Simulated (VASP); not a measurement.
Runs of VASP 6.6.1 on Zn3GeO. The structure is that of space group Pm-3m (No. 221), or close to it. The cells are those of the table. The cell was built from a structure type or drawn by symmetry, and may not be a known phase.

```csv
task,cell,k mesh,cutoff (eV),gap on the mesh (eV),pressure (GPa),relaxed volume (Å³/atom)
single point,"a = 4.678 Å, 5 atoms",4 × 4 × 4,520,none,(b),-
single point,"a = 3.935 Å, 5 atoms",4 × 4 × 4,520,none,83.0,-
single point,"a = 4.658 Å, 5 atoms",8 × 8 × 8,520,none,0.1,-
relaxation of cell and atoms,"relaxed from a = 3.935 Å, 5 atoms",4 × 4 × 4,600,none,0.0,20.19
relaxation of cell and atoms,"relaxed from a = 4.678 Å, 5 atoms",8 × 8 × 8,600,none,0.0,(a)
```

Alike in all rows: level PBE; potentials or basis VASP PAW PBE potentials, release 64 (Zn, Ge_d, O); no spin polarisation; smearing gaussian 0.1 eV.

Estimate the missing entries.

(a) 20.27; (b) 0.2.

Caveats: some runs use coarse meshes; the volume moved by over 15 % at a fixed basis, so the end points are rough (at least some runs).

A k mesh can miss the band edges, and the runs leave out spin-orbit coupling on Ge.

A gap of «none» marks levels without a gap at the run's occupations.
